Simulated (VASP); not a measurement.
# SiC (sol) (R3m) in VASP: further runs

SiC (sol) is run at these levels: PBEsol; tasks: single point.

Everything below comes from runs of VASP 6.6.1. Logs are shortened: lines on timing, memory, paths and dates and some standing lists are left out, and cuts for length are marked.

### Step 1. The cell of the first run

It takes space group R3m (No. 160, trigonal). Conventional cell: a = 3.035 Å, b = 3.035 Å, c = 7.455 Å, α = 90.00°, β = 90.00°, γ = 120.00°. Si (site symmetry 3m) has 4 C at 1.86 Å within 2.5 Å. C (site symmetry 3m) has 4 Si at 1.86 Å within 2.5 Å.

### Step 2. Single point, PBEsol (strained cell)

Input file INCAR:

```
SYSTEM = SiC
PREC = Accurate ; ENCUT = 600
EDIFF = 1E-6 ; ISMEAR = 0
SIGMA = 0.02 ; LREAL = .FALSE.
LASPH = .TRUE. ; NELM = 120
ALGO = Normal ; ISIF = 2
LWAVE = .FALSE. ; LCHARG = .FALSE.
GGA = PS ; NBANDS = 11
GGA_COMPAT = .FALSE.
```

Input file KPOINTS:

```
regular mesh
0
G
  9 9 9
  0 0 0
```

Input file POSCAR:

```
SiC
1.0
    0.0041595141      2.1499132445      2.1499132445
    2.1499132445      0.0041595141      2.1499132445
    2.1499132445      2.1499132445      0.0041595141
Si C
1 1
Direct
    0.0001244104      0.0001244104      0.0001244104
    0.2498755896      0.2498755896      0.2498755896
```

Potentials or basis: VASP PAW PBE potentials, release 64 (Si, C).

Started as:

```console
cat potpaw_PBE.64/Si/POTCAR potpaw_PBE.64/C/POTCAR > POTCAR
mpirun -np 1 vasp_std > vasp.out
```

OUTCAR:

```text
SYSTEM = SiC
   PREC = Accurate
   ENCUT = 600
   EDIFF = 1E-6
   ISMEAR = 0
   LREAL = .FALSE.
   LASPH = .TRUE.
   NELM = 120
   ISIF = 2
   GGA = PS

 ion  position               nearest neighbor table
   1  0.000  0.000  0.000-   2 1.86   2 1.86   2 1.86   2 1.86
   2  0.250  0.250  0.250-   1 1.86   1 1.86   1 1.86   1 1.86

  LATTYP: Found a trigonal (rhomboedric) cell.
 ALAT       =     3.0404393135
 COS(alpha) =     0.5019337964

  Lattice vectors:

 A1 = (   0.0041595141,   2.1499132445,   2.1499132445)
 A2 = (   2.1499132445,   0.0041595141,   2.1499132445)
 A3 = (   2.1499132445,   2.1499132445,   0.0041595141)

Analysis of symmetry for initial positions (statically):
=====================================================================
 Subroutine PRICEL returns:
 Original cell was already a primitive cell.

 Routine SETGRP: Setting up the symmetry group for a
 trigonal (rhombohedral) supercell.

 Subroutine GETGRP returns: Found  6 space group operations
 (whereof  6 operations were pure point group operations)
 out of a pool of 12 trial point group operations.

The static configuration has the point symmetry C_3v.

Analysis of symmetry for dynamics (positions and initial velocities):
=====================================================================
 Subroutine PRICEL returns:
 Original cell was already a primitive cell.

 Routine SETGRP: Setting up the symmetry group for a
 trigonal (rhombohedral) supercell.

 Subroutine GETGRP returns: Found  6 space group operations
 (whereof  6 operations were pure point group operations)
 out of a pool of 12 trial point group operations.

The dynamic configuration has the point symmetry C_3v.

 Subroutine INISYM returns: Found  6 space group operations
 (whereof  6 operations are pure point group operations),
 and found     1 'primitive' translations

----------------------------------------------------------------------------------------

                                     Primitive cell

  volume of cell :      19.8167

  direct lattice vectors                    reciprocal lattice vectors
     0.004159514  2.149913244  2.149913244    -0.233243550  0.232793156  0.232793156
     2.149913244  0.004159514  2.149913244     0.232793156 -0.233243550  0.232793156
     2.149913244  2.149913244  0.004159514     0.232793156  0.232793156 -0.233243550

  length of vectors
     3.040439314  3.040439314  3.040439314     0.403469777  0.403469777  0.403469777

  position of ions in fractional coordinates (direct lattice)
     0.000124410  0.000124410  0.000124410
     0.249875590  0.249875590  0.249875590

  ion indices of the primitive-cell ions
   primitive index   ion index
                 1           1
                 2           2

----------------------------------------------------------------------------------------

 KPOINTS: regular mesh

Automatic generation of k-mesh.
 Grid dimensions read from file:
 generate k-points for:    9    9    9

 Generating k-lattice:

  Cartesian coordinates                     Fractional coordinates (reciprocal lattice)
    -0.025915950  0.025865906  0.025865906     0.111111111  0.000000000  0.000000000
     0.025865906 -0.025915950  0.025865906     0.000000000  0.111111111  0.000000000
     0.025865906  0.025865906 -0.025915950     0.000000000  0.000000000  0.111111111

  Length of vectors
     0.044829975  0.044829975  0.044829975

  Shift w.r.t. Gamma in fractional coordinates (k-lattice)
     0.000000000  0.000000000  0.000000000

 Subroutine IBZKPT returns following result:
 ===========================================

 Found     85 irreducible k-points:

 Following reciprocal coordinates:
            Coordinates               Weight
  0.000000  0.000000  0.000000      1.000000
  0.111111  0.000000  0.000000      6.000000
  0.222222  0.000000  0.000000      6.000000
  0.333333  0.000000  0.000000      6.000000
  0.444444  0.000000  0.000000      6.000000
  0.111111  0.111111  0.000000      6.000000
[... 16 lines left out ...]
 -0.333333  0.333333  0.000000      6.000000
  0.444444  0.444444  0.000000      6.000000
 [... further k-points ...]
   k-points           NKPTS =     85   k-points in BZ     NKDIM =     85   number of bands    NBANDS=     11
   number of dos      NEDOS =    301   number of ions     NIONS =      2
   total plane-waves  NPLWV =  13824
   dimension x,y,z NGX =    24 NGY =   24 NGZ =   24
   dimension x,y,z NGXF=    48 NGYF=   48 NGZF=   48
   ions per type =               1   1
   NGX,Y,Z   is equivalent  to a cutoff of  13.12, 13.12, 13.12 a.u.
   NGXF,Y,Z  is equivalent  to a cutoff of  26.25, 26.25, 26.25 a.u.
 SYSTEM =  SiC
   PREC   = accura    normal or accurate (medium, high low for compatibility)
   ISTART =      0    job   : 0-new  1-cont  2-samecut
   ICHARG =      2    charge: 1-file 2-atom 10-const
   ISPIN  =      1    spin polarized calculation?
   LNONCOLLINEAR =      F non collinear calculations
   LSORBIT =      F    spin-orbit coupling
   LASPH  =      T    aspherical Exc in radial PAW
   ENCUT  =  600.0 eV  44.10 Ry    6.64 a.u.   6.07  6.07  6.07*2*pi/ulx,y,z
   NELM   =    120;   NELMIN=  2; NELMDL= -5     # of ELM steps
   EDIFF  = 0.1E-05   stopping-criterion for ELM
   LREAL  =      F    real-space projection
   EDIFFG = 0.1E-04   stopping-criterion for IOM
   NSW    =      0    number of steps for IOM
   IBRION =     -1    ionic relax: 0-MD 1-quasi-New 2-CG
   NFREE  =      0    steps in history (QN), initial steepest desc. (CG)
   ISIF   =      2    stress and relaxation
   ISYM   =      2    0-nonsym 1-usesym 2-fastsym
   POTIM  = 0.5000    time-step for ionic-motion
   TEBEG  =    0.0;   TEEND  =   0.0 temperature during run
   PSTRESS=    0.0 pullay stress
   NELECT =       8.0000    total number of electrons
   NUPDOWN=      -1.0000    fix difference up-down
   EMIN   =  10.00;   EMAX   =-10.00  energy-range for DOS
   EFERMI =   0.00;   METHOD = LEGACY
   ISMEAR =     0;   SIGMA  =   0.02  broadening in eV -4-tet -1-fermi 0-gaus
   EFERMI_NEDOS =   21; number of points for ismear=-14 and -15
   IALGO  =     38    algorithm
   IMIX   =      4    mixing-type and parameters
     AMIX     =   0.40;   BMIX     =  1.00
     AMIX_MAG =   1.60;   BMIX_MAG =  1.00
  volume/ion in A,a.u.               =       9.91        66.86
  Fermi-wavevector in a.u.,A,eV,Ry     =   1.209933  2.286442 19.918081  1.463938
  Thomas-Fermi vector in A             =   2.345495
   LORBIT       =      0    0 simple, 1 ext, 2 COOP (PROOUT), +10 PAW based schemes
   GGA     = PS    functional components
   LHFCALC =     F    Hartree Fock is set to
   AEXX    =    0.0000 exact exchange contribution
   IVDW    =     0    specifies the selected vdW correction
   LEPSILON=     F    determine dielectric tensor
   LRPA    =     F    only Hartree local field effects (RPA)
 non-spin polarized calculation
 Gauss-broadening in eV      SIGMA  =   0.02
  energy-cutoff  :      600.00
  volume of cell :       19.82
 maximum number of plane-waves:       680
   NGX = 13   NGY = 13   NGZ = 13

 number of electron       7.9999999 magnetization

 Free energy of the ion-electron system (eV)
  ---------------------------------------------------
  ext. energy  EPLUGINS =         0.00000000
  ---------------------------------------------------
  free energy    TOTEN  =       -15.88709064 eV

  energy without entropy =      -15.88709064  energy(sigma->0) =      -15.88709064

 E-fermi :   8.6503     XC(G=0): -11.6919

 val. band max:        8.5600118604   @ k =   0.0000   0.0000   0.0000
 cond. band min:       9.8951730799   @ k =   0.4444   0.4444   0.0000
 fundamental gap:      1.3351612194
 Fermi energy:         8.6502768668

 k-point     1 :       0.0000    0.0000    0.0000
  band No.  band energies     occupation
      1      -7.2197      2.00000
      2       8.5259      2.00000
      3       8.5600      2.00000
      4       8.5600      2.00000
      5      15.2366      0.00000
      6      16.0567      0.00000
      7      16.1172      0.00000
      8      16.1172      0.00000
      9      23.2623      0.00000
     10      23.2623      0.00000
     11      25.4890      0.00000

 k-point     2 :       0.1111    0.0000    0.0000
  band No.  band energies     occupation
      1      -6.9689      2.00000
      2       7.3281      2.00000
      3       8.3651      2.00000
      4       8.3937      2.00000
      5      15.3872      0.00000
      6      16.3625      0.00000
      7      16.4152      0.00000
      8      16.5828      0.00000
      9      22.1029      0.00000
     10      22.1221      0.00000
     11      24.8889      0.00000

 k-point     3 :       0.2222    0.0000    0.0000
  band No.  band energies     occupation
      1      -6.2297      2.00000
      2       4.8340      2.00000
      3       8.0084      2.00000
      4       8.0330      2.00000
      5      14.9616      0.00000
      6      16.6739      0.00000
      7      16.7123      0.00000
      8      17.9424      0.00000
      9      21.5961      0.00000
     10      21.6460      0.00000
     11      23.9671      0.00000

 k-point     4 :       0.3333    0.0000    0.0000
  band No.  band energies     occupation
      1      -5.0606      2.00000
      2       2.2128      2.00000
      3       7.6773      2.00000
      4       7.6976      2.00000
      5      14.5455      0.00000
      6      16.3097      0.00000
      7      16.3385      0.00000
      8      18.6752      0.00000
      9      23.0260      0.00000
     10      23.0996      0.00000
     11      24.0881      0.00000
[... 239 lines left out ...]
 k-point    22 :      -0.4444    0.3333    0.0000
  band No.  band energies     occupation
      1      -2.2124      2.00000
      2       1.2059      2.00000
      3       3.2968      2.00000
      4       5.7912      2.00000
      5      11.4568      0.00000
      6      15.9512      0.00000
      7      20.6929      0.00000
      8      20.9684      0.00000
      9      22.7305      0.00000
     10      25.7476      0.00000
     11      30.9634      0.00000

 k-point    23 :      -0.3333    0.3333    0.0000
  band No.  band energies     occupation
      1      -2.3326      2.00000
      2       1.3794      2.00000
      3       2.6521      2.00000
      4       6.2963      2.00000
      5      12.3083      0.00000
      6      17.9583      0.00000
      7      19.5704      0.00000
      8      20.5036      0.00000
      9      21.8535      0.00000
     10      23.2972      0.00000
     11      30.9501      0.00000

 k-point    24 :       0.4444    0.4444    0.0000
  band No.  band energies     occupation
      1      -2.4493      2.00000
      2       1.1406      2.00000
      3       5.3045      2.00000
      4       5.3416      2.00000
      5       9.8952      0.00000
      6      12.9991      0.00000
      7      22.7348      0.00000
      8      22.7365      0.00000
      9      23.5936      0.00000
     10      28.5727      0.00000
     11      31.6019      0.00000

 [... further k-points ...]
[... 5 lines left out ...]
  --------------------------------------------------------------------------------------
  -------------------------------------------------------------------------------------
  Total        1.2953012      1.2953012      1.2953012     -0.0617304     -0.0617304     -0.0617304
  in kB      104.7250923    104.7250923    104.7250923     -4.9908988     -4.9908988     -4.9908988
  external PRESSURE =     104.7250923 kB  Pullay stress =       0.0000000 kB

 VOLUME and BASIS-vectors are now :
 -----------------------------------------------------------------------------
  energy-cutoff  :      600.00
  volume of cell :       19.82
      direct lattice vectors                 reciprocal lattice vectors
     0.004159514  2.149913244  2.149913244    -0.233243550  0.232793156  0.232793156
     2.149913244  0.004159514  2.149913244     0.232793156 -0.233243550  0.232793156
     2.149913244  2.149913244  0.004159514     0.232793156  0.232793156 -0.233243550

 POSITION                                       TOTAL-FORCE (eV/Angst)
 -----------------------------------------------------------------------------------
      0.00054      0.00054      0.00054        -0.001470     -0.001470     -0.001470
      1.07546      1.07546      1.07546         0.001470      0.001470      0.001470
 -----------------------------------------------------------------------------------
    total drift:                                0.000040      0.000040      0.000040

  FREE ENERGIE OF THE ION-ELECTRON SYSTEM (eV)
  ---------------------------------------------------
  free  energy   TOTEN  =       -15.8870906387 eV

  energy  without entropy=      -15.8870906387  energy(sigma->0) =      -15.88709064
```

Run time: 18 s. Hardware: 1 thread of Intel Xeon 8259CL, shared host; peak memory 0.14 GiB.

Results:

```
Free energy            : -15.8871 eV
Pressure               : 10.5 GPa
Band gap on the k mesh : 1.34 eV, indirect (least direct gap 4.55 eV)
```

Forces on the atoms (eV/Å):
```
Si  -0.001 -0.001 -0.001
C    0.001  0.001  0.001
```

Stress tensor (GPa, compression positive):
```
10.47 -0.50 -0.50
-0.50 10.47 -0.50
-0.50 -0.50 10.47
```

Levels at points of the mesh, in eV from the valence-band top:
| k point | band 1 | band 2 | band 3 | band 4 | band 5 | band 6 | band 7 | band 8 | band 9 |
| --- | --- | --- | --- | --- | --- | --- | --- | --- | --- |
| (0.00, 0.00, 0.00) | -15.78 | -0.03 | 0.00 | 0.00 | 6.68 | 7.50 | 7.56 | 7.56 | 14.70 |

Caveat: the cell differs from its parent crystal (strained cell); the PAW data sets were made with another functional, which shifts forces and pressure a little. A k mesh can miss the band edges.

### Step 3. Single point, PBEsol (strained cell)

Input file INCAR:

```
PREC = Accurate
ENCUT = 600
EDIFF = 1E-6
ISMEAR = 0
SIGMA = 0.02
LREAL = F
LASPH = T
NELM = 120
ALGO = Normal
ISIF = 2
LWAVE = F
LCHARG = F
GGA = PS
NBANDS = 11
GGA_COMPAT = F
```

Input file KPOINTS:

```
regular mesh
0
Gamma
  9 9 9
```

Input file POSCAR:

```
SiC
1.0
    0.0269990415      2.1727527719      2.1727527719
    2.1727527719      0.0269990415      2.1727527719
    2.1727527719      2.1727527719      0.0269990415
Si C
1 1
Direct
    0.0006787707      0.0006787707      0.0006787707
    0.2493212293      0.2493212293      0.2493212293
```

Potentials or basis: VASP PAW PBE potentials, release 64 (Si, C).

Started as:

```console
cat potpaw_PBE.64/Si/POTCAR potpaw_PBE.64/C/POTCAR > POTCAR
mpirun -np 1 vasp_std > vasp.out
```

Run time: 42 s. Hardware: 1 thread of Intel Xeon 8259CL, shared host; peak memory 0.16 GiB.

It converged, with:

```
Free energy            : -15.8967 eV
Pressure               : 6.5 GPa
Band gap on the k mesh : 1.28 eV, indirect (least direct gap 4.43 eV)
```

Stress tensor (GPa, compression positive):
```
 6.50 -3.20 -3.20
-3.20  6.50 -3.20
-3.20 -3.20  6.50
```

Levels at points of the mesh, in eV from the valence-band top:
```
           k point  band 2  band 3  band 4  band 5  band 6  band 7
(0.00, 0.00, 0.00)   -0.21    0.00    0.00    6.29    7.24    7.50
```

Caveat: the cell differs from its parent crystal (strained cell); the PAW data sets were made with another functional, which shifts forces and pressure a little.

### Step 4. Single point, PBEsol

This run uses another cell than the first one, of 10.06 Å³/atom, 1.016 times its volume.

Input file INCAR:

```
SYSTEM = SiC
PREC = Accurate ; ENCUT = 600
EDIFF = 1E-6 ; ISMEAR = 0
SIGMA = 0.01 ; LREAL = .False.
LASPH = .True. ; NELM = 120
ALGO = Normal ; ISIF = 2
LWAVE = .False. ; LCHARG = .False.
GGA = PS ; NBANDS = 11
GGA_COMPAT = .False.
```

Input file KPOINTS:

```
regular mesh
0
Gamma
  9 9 9
  0 0 0
```

Input file POSCAR:

```
SiC
1.0
    0.0267064733      2.1724602037      2.1724602037
    2.1724602037      0.0267064733      2.1724602037
    2.1724602037      2.1724602037      0.0267064733
Si C
1 1
Direct
    0.0006787707      0.0006787707      0.0006787707
    0.2493212293      0.2493212293      0.2493212293
```

Started as:

```console
cat potpaw_PBE.64/Si/POTCAR potpaw_PBE.64/C/POTCAR > POTCAR
mpirun -np 1 vasp_std > vasp.out
```

It took 50 s on 1 thread of Intel Xeon 8259CL, shared host; peak memory 0.16 GiB.

It converged, with:

```
Free energy            : -15.8967 eV
Pressure               : 6.5 GPa
Band gap on the k mesh : 1.28 eV, indirect (least direct gap 4.43 eV)
```

Stress tensor (GPa, compression positive):
```
 6.53 -3.17 -3.17
-3.17  6.53 -3.17
-3.17 -3.17  6.53
```

Levels at points of the mesh, in eV from the valence-band top:
```
           k point  band 1  band 2  band 3  band 4  band 5  band 6  band 7  band 8
(0.00, 0.00, 0.00)  -15.71   -0.21    0.00    0.00    6.29    7.25    7.50    7.50
```

Caveat: the PAW data sets were made with another functional, which shifts forces and pressure a little.

### Step 5. Single point, PBEsol

This run uses another cell than the first one, of 10.06 Å³/atom, 1.016 times its volume.

Input file INCAR:

```
PREC     = Accurate       # precision mode
ENCUT    = 600            # plane-wave cutoff, eV
EDIFF    = 1E-6           # SCF threshold, eV
ISMEAR   = 0              # smearing method
SIGMA    = 0.01           # smearing width, eV
LREAL    = False          # projectors in reciprocal space
LASPH    = True           # aspherical terms in the spheres
NELM     = 120            # most SCF steps
ALGO     = Normal         # electronic algorithm
ISIF     = 2              # what is computed and relaxed
LWAVE    = False          # write WAVECAR
LCHARG   = False          # write CHGCAR
GGA      = PS             # functional
NBANDS   = 11             # bands
GGA_COMPAT= False
```

Input file KPOINTS:

```
regular mesh
0
Gamma
  9 9 9
```

POSCAR is that of step 4.

Started as:

```console
cat potpaw_PBE.64/Si/POTCAR potpaw_PBE.64/C/POTCAR > POTCAR
mpirun -np 1 vasp_std > vasp.out
```

It took 51 s on 1 thread of Intel Xeon 8259CL, shared host; peak memory 0.16 GiB.

The run converged. Its results:

| Property | Result |
| --- | --- |
| Free energy | -15.8967 eV |
| Pressure | 6.5 GPa |
| Band gap on the k mesh | 1.28 eV, indirect (least direct gap 4.43 eV) |

Stress tensor (GPa, compression positive):
```
 6.53 -3.17 -3.17
-3.17  6.53 -3.17
-3.17 -3.17  6.53
```

Levels at points of the mesh, in eV from the valence-band top:
| k point | band 1 | band 2 | band 3 | band 4 | band 5 | band 6 | band 7 | band 8 | band 9 |
| --- | --- | --- | --- | --- | --- | --- | --- | --- | --- |
| (0.00, 0.00, 0.00) | -15.71 | -0.21 | 0.00 | 0.00 | 6.29 | 7.25 | 7.50 | 7.50 | 14.55 |

Caveat: the PAW data sets were made with another functional, which shifts forces and pressure a little.

### Step 6. The runs side by side

```csv
cell,smearing,gap on the mesh (eV),pressure (GPa)
"a = 3.040 Å, angles 59.9°, 2 atoms",gaussian 0.02 eV,1.34,10.5
"a = 3.073 Å, angles 59.2°, 2 atoms",gaussian 0.02 eV,1.28,6.5
"a = 3.072 Å, angles 59.2°, 2 atoms",gaussian 0.01 eV,1.28,6.5
```

Alike in all rows: task single point; level PBEsol; potentials or basis VASP PAW PBE potentials, release 64 (Si, C); no spin polarisation; k mesh 9 × 9 × 9; cutoff (eV) 600.

Caveats: the PAW data sets were made with another functional, which shifts forces and pressure a little.

Total energies depend on the potentials used, so only differences within one code and one set of settings carry meaning.
